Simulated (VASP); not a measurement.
# CdF2 in VASP: phonons with PBE+D3(BJ)

Aim: the phonons of CdF2 with PBE+D3(BJ).

Everything below comes from runs of VASP 6.6.1. Logs are shortened: lines on timing, memory, paths and dates and some standing lists are left out, and cuts for length are marked.

### 1 The cell of the first run

The typed cell holds 3 atoms: a = 3.851 Å, b = 3.851 Å, c = 3.851 Å, α = 59.99°, β = 59.99°, γ = 59.99°.

### 2 Phonons, PBE+D3(BJ)

The input, INCAR:

```
SYSTEM = CdF2
ALGO = Normal
EDIFF = 1E-8
ENCUT = 520
GGA = PE
IBRION = 6
ISIF = 2
ISMEAR = 0
IVDW = 12
LASPH = .TRUE.
LCHARG = .FALSE.
LREAL = .FALSE.
LWAVE = .FALSE.
NBANDS = 20
NELM = 60
NFREE = 2
NSW = 1
POTIM = 0.015
PREC = Accurate
SIGMA = 0.01
```

The input, KPOINTS:

```
k-points
0
G
  10 10 10
  0 0 0
```

The input, POSCAR:

```
CdF2
1.0
    1.9250747801      1.1114424425      3.1440674768
   -1.9250747801      1.1114424425      3.1440674768
    0.0000000000     -2.2228848850      3.1440674768
Cd F
1 2
Direct
    0.0000000000      0.0000000000      0.0000000000
    0.7500040453      0.7500040453      0.7500040453
    0.2499959547      0.2499959547      0.2499959547
```

Potentials or basis: VASP PAW PBE potentials, release 64 (Cd, F).

The run is started by

```
$ cat potpaw_PBE.64/Cd/POTCAR potpaw_PBE.64/F/POTCAR > POTCAR
$ mpirun -np 1 vasp_std > vasp.out
```

OUTCAR:

```text
SYSTEM = CdF2
   EDIFF = 1E-8
   ENCUT = 520
   GGA = PE
   IBRION = 6
   ISIF = 2
   ISMEAR = 0
   IVDW = 12
   LASPH = .TRUE.
   LREAL = .FALSE.
   NELM = 60
   NFREE = 2
   NSW = 1
   POTIM = 0.015
   PREC = Accurate
 IVDW          = 12

 ion  position               nearest neighbor table
   1  0.000  0.000  0.000-   2 2.36   3 2.36   2 2.36   2 2.36   3 2.36   3 2.36   3 2.36   2 2.36

   2  0.750  0.750  0.750-   1 2.36   1 2.36   1 2.36   1 2.36
   3  0.250  0.250  0.250-   1 2.36   1 2.36   1 2.36   1 2.36

  LATTYP: Found a trigonal (rhomboedric) cell.
 ALAT       =     3.8505035399
 COS(alpha) =     0.5000919265

  Lattice vectors:

 A1 = (   1.9250747801,   1.1114424425,   3.1440674768)
 A2 = (  -1.9250747801,   1.1114424425,   3.1440674768)
 A3 = (   0.0000000000,  -2.2228848850,   3.1440674768)

Analysis of symmetry for initial positions (statically):
=====================================================================
 Subroutine PRICEL returns:
 Original cell was already a primitive cell.

 Routine SETGRP: Setting up the symmetry group for a
 trigonal (rhombohedral) supercell.

 Subroutine GETGRP returns: Found 12 space group operations
 (whereof 12 operations were pure point group operations)
 out of a pool of 12 trial point group operations.

The static configuration has the point symmetry D_3d.

Analysis of symmetry for dynamics (positions and initial velocities):
=====================================================================
 Subroutine PRICEL returns:
 Original cell was already a primitive cell.

 Routine SETGRP: Setting up the symmetry group for a
 trigonal (rhombohedral) supercell.

 Subroutine GETGRP returns: Found 12 space group operations
 (whereof 12 operations were pure point group operations)
 out of a pool of 12 trial point group operations.

The dynamic configuration has the point symmetry D_3d.

 Subroutine INISYM returns: Found 12 space group operations
 (whereof 12 operations are pure point group operations),
 and found     1 'primitive' translations

----------------------------------------------------------------------------------------

                                     Primitive cell

  volume of cell :      40.3625

  direct lattice vectors                    reciprocal lattice vectors
     1.925074780  1.111442443  3.144067477     0.259730170  0.149955284  0.106019777
    -1.925074780  1.111442443  3.144067477    -0.259730170  0.149955284  0.106019777
     0.000000000 -2.222884885  3.144067477     0.000000000 -0.299910567  0.106019777

  length of vectors
     3.850503540  3.850503540  3.850503540     0.318098320  0.318098320  0.318098320

  position of ions in fractional coordinates (direct lattice)
     0.000000000  0.000000000  0.000000000
     0.750004045  0.750004045  0.750004045
     0.249995955  0.249995955  0.249995955

  ion indices of the primitive-cell ions
   primitive index   ion index
                 1           1
                 2           2
                 3           3

----------------------------------------------------------------------------------------

 KPOINTS: k-points

Automatic generation of k-mesh.
 Grid dimensions read from file:
 generate k-points for:   10   10   10

 Generating k-lattice:

  Cartesian coordinates                     Fractional coordinates (reciprocal lattice)
     0.025973017  0.014995528  0.010601978     0.100000000  0.000000000  0.000000000
    -0.025973017  0.014995528  0.010601978     0.000000000  0.100000000  0.000000000
     0.000000000 -0.029991057  0.010601978     0.000000000  0.000000000  0.100000000

  Length of vectors
     0.031809832  0.031809832  0.031809832

  Shift w.r.t. Gamma in fractional coordinates (k-lattice)
     0.000000000  0.000000000  0.000000000

 Subroutine IBZKPT returns following result:
 ===========================================

 Found    116 irreducible k-points:

 Following reciprocal coordinates:
            Coordinates               Weight
  0.000000  0.000000  0.000000      1.000000
  0.100000  0.000000  0.000000      6.000000
  0.200000  0.000000  0.000000      6.000000
  0.300000  0.000000  0.000000      6.000000
  0.400000  0.000000  0.000000      6.000000
  0.500000  0.000000  0.000000      3.000000
[... 16 lines left out ...]
  0.300000  0.300000  0.000000      6.000000
  0.400000  0.300000  0.000000     12.000000
 [... further k-points ...]
   k-points           NKPTS =    116   k-points in BZ     NKDIM =    116   number of bands    NBANDS=     20
   number of dos      NEDOS =    301   number of ions     NIONS =      3
   total plane-waves  NPLWV =  27000
   dimension x,y,z NGX =    30 NGY =   30 NGZ =   30
   dimension x,y,z NGXF=    60 NGYF=   60 NGZF=   60
   ions per type =               1   2
   NGX,Y,Z   is equivalent  to a cutoff of  12.95, 12.95, 12.95 a.u.
   NGXF,Y,Z  is equivalent  to a cutoff of  25.91, 25.91, 25.91 a.u.
 SYSTEM =  CdF2
   PREC   = accura    normal or accurate (medium, high low for compatibility)
   ISTART =      0    job   : 0-new  1-cont  2-samecut
   ICHARG =      2    charge: 1-file 2-atom 10-const
   ISPIN  =      1    spin polarized calculation?
   LNONCOLLINEAR =      F non collinear calculations
   LSORBIT =      F    spin-orbit coupling
   LASPH  =      T    aspherical Exc in radial PAW
   ENCUT  =  520.0 eV  38.22 Ry    6.18 a.u.   7.16  7.16  7.16*2*pi/ulx,y,z
   NELM   =     60;   NELMIN=  2; NELMDL= -5     # of ELM steps
   EDIFF  = 0.1E-07   stopping-criterion for ELM
   LREAL  =      F    real-space projection
   EDIFFG = 0.1E-06   stopping-criterion for IOM
   NSW    =     73    number of steps for IOM
   IBRION =      6    ionic relax: 0-MD 1-quasi-New 2-CG
   NFREE  =      2    steps in history (QN), initial steepest desc. (CG)
   ISIF   =      2    stress and relaxation
   ISYM   =      2    0-nonsym 1-usesym 2-fastsym
   POTIM  = 0.0150    time-step for ionic-motion
   TEBEG  =    0.0;   TEEND  =   0.0 temperature during run
   PSTRESS=    0.0 pullay stress
   NELECT =      26.0000    total number of electrons
   NUPDOWN=      -1.0000    fix difference up-down
   EMIN   =  10.00;   EMAX   =-10.00  energy-range for DOS
   EFERMI =   0.00;   METHOD = LEGACY
   ISMEAR =     0;   SIGMA  =   0.01  broadening in eV -4-tet -1-fermi 0-gaus
   EFERMI_NEDOS =   21; number of points for ismear=-14 and -15
   IALGO  =     38    algorithm
   IMIX   =      4    mixing-type and parameters
     AMIX     =   0.40;   BMIX     =  1.00
     AMIX_MAG =   1.60;   BMIX_MAG =  1.00
  volume/ion in A,a.u.               =      13.45        90.79
  Fermi-wavevector in a.u.,A,eV,Ry     =   1.413861  2.671810 27.198086  1.999003
  Thomas-Fermi vector in A             =   2.535463
   LORBIT       =      0    0 simple, 1 ext, 2 COOP (PROOUT), +10 PAW based schemes
   GGA     = PE    functional components
   LHFCALC =     F    Hartree Fock is set to
   AEXX    =    0.0000 exact exchange contribution
   IVDW    =    12    specifies the selected vdW correction
   LEPSILON=     F    determine dielectric tensor
   LRPA    =     F    only Hartree local field effects (RPA)
 finite differences with symmetry
 non-spin polarized calculation
 Gauss-broadening in eV      SIGMA  =   0.01
  energy-cutoff  :      520.00
  volume of cell :       40.36
 maximum number of plane-waves:      1106
 NGX is ok and might be reduce to    30
   NGX = 15   NGY = 15   NGZ = 15

--------------------------------------- Ionic step        1  -------------------------------------------

 number of electron      25.9999986 magnetization

 Free energy of the ion-electron system (eV)
  ---------------------------------------------------
  ext. energy  EPLUGINS =         0.00000000
  ---------------------------------------------------
  free energy    TOTEN  =       -10.89586078 eV

  energy without entropy =      -10.89586078  energy(sigma->0) =      -10.89586078

------------------------ aborting loop because EDIFF is reached ----------------------------------------

 Edisp (eV)   -0.48642

 E8    (eV) :    -0.1840
[... 319 lines left out ...]
--------------------------------------- Ionic step        9  -------------------------------------------

 number of electron      25.9999989 magnetization

 Free energy of the ion-electron system (eV)
  ---------------------------------------------------
  ext. energy  EPLUGINS =         0.00000000
  ---------------------------------------------------
  free energy    TOTEN  =       -10.89537769 eV

  energy without entropy =      -10.89537769  energy(sigma->0) =      -10.89537769

 E-fermi :  -1.5046     XC(G=0): -10.2408

 val. band max:       -1.5513859107   @ k =  -0.3000   0.5000   0.2000
 cond. band min:       1.4114678356   @ k =   0.0000   0.0000   0.0000
 fundamental gap:      2.9628537463
 Fermi energy:        -1.5045687008

 k-point     1 :       0.0000    0.0000    0.0000
  band No.  band energies     occupation
      1     -22.1783      2.00000
      2     -21.1593      2.00000
      3      -7.0766      2.00000
      4      -7.0766      2.00000
      5      -7.0603      2.00000
      6      -5.9975      2.00000
[... 541 lines left out ...]
     19      18.5649      0.00000
     20      19.0102      0.00000

 [... further k-points ...]

------------------------ aborting loop because EDIFF is reached ----------------------------------------

 Edisp (eV)   -0.48642

 E8    (eV) :    -0.1840
[... 26 lines left out ...]
  FREE ENERGIE OF THE ION-ELECTRON SYSTEM (eV)
  ---------------------------------------------------
  free  energy   TOTEN  =       -11.3817942794 eV

  energy  without entropy=      -11.3817942794  energy(sigma->0) =      -11.38179428

 INTERNAL STRAIN TENSORS FROM DISPLACED ATOMS
 ============================================

 INTERNAL STRAIN TENSOR FOR ION    1 for displacements in x,y,z  (eV/Angst):
          X           Y           Z          XY          YZ          ZX
  --------------------------------------------------------------------------------
  x     0.00000     0.00000     0.00000     0.00000     0.00000     0.00000
  y     0.00000     0.00000     0.00000     0.00000     0.00000     0.00000
  z     0.00000     0.00000     0.00000     0.00000     0.00000     0.00000

 INTERNAL STRAIN TENSOR FOR ION    3 for displacements in x,y,z  (eV/Angst):
          X           Y           Z          XY          YZ          ZX
  --------------------------------------------------------------------------------
  x     0.00000     0.00000     0.00000     1.61438     0.00000     1.14131
  y     1.61438    -1.61438     0.00000     0.00000     1.14131     0.00000
  z     1.14582     1.14582    -2.27671     0.00000     0.00000     0.00000

 Eigenvectors and eigenvalues of the dynamical matrix
 ----------------------------------------------------

   1 f  =    8.990487 THz    56.488897 2PiTHz  299.890370 cm-1    37.181650 meV
             X         Y         Z           dx          dy          dz
      0.000000  0.000000  0.000000     0.000000   -0.000000    0.000000
      0.000000  0.000000  7.074190     0.707107    0.000037   -0.000000
      0.000000  0.000000  2.358012    -0.707107   -0.000037    0.000000
[... 43 lines left out ...]
   9 f/i=    0.010364 THz     0.065121 2PiTHz    0.345715 cm-1     0.042863 meV
             X         Y         Z           dx          dy          dz
      0.000000  0.000000  0.000000    -0.000000    0.000000   -0.863707
      0.000000  0.000000  7.074190    -0.000000    0.000000   -0.356378
      0.000000  0.000000  2.358012    -0.000000    0.000000   -0.356378

 ELASTIC MODULI CONTR FROM IONIC RELAXATION (kBar)
 Direction    XX          YY          ZZ          XY          YZ          ZX
 --------------------------------------------------------------------------------
 XX         -49.5294     16.3317     32.9814     -0.0000    -23.2809     -0.0000
 YY          16.3317    -49.5294     32.9814      0.0000     23.2809      0.0000
 ZZ          32.9814     32.9814    -65.5329     -0.0000     -0.0000     -0.0000
 XY          -0.0000      0.0000     -0.0000    -32.9306     -0.0000    -23.2809
 YZ         -23.2809     23.2809     -0.0000     -0.0000    -16.4589     -0.0000
 ZX          -0.0000      0.0000     -0.0000    -23.2809     -0.0000    -16.4589
 --------------------------------------------------------------------------------
```

Wall time 9.6 min (1 thread of Intel Xeon 6975P-C (Granite Rapids), shared host); peak memory 0.67 GiB.

What came out:

```yaml
Highest_phonon_frequency_at_Γ_LO-TO_splitting_left_out: 300 cm⁻¹
Dispersion_energy_per_atom: -0.162 eV
```

Phonon frequencies in cm⁻¹ (negative: imaginary):
```tsv
q point	frequencies
(0.000, 0.000, 0.000)	0 0 0 217 217 217 300 300 300
```
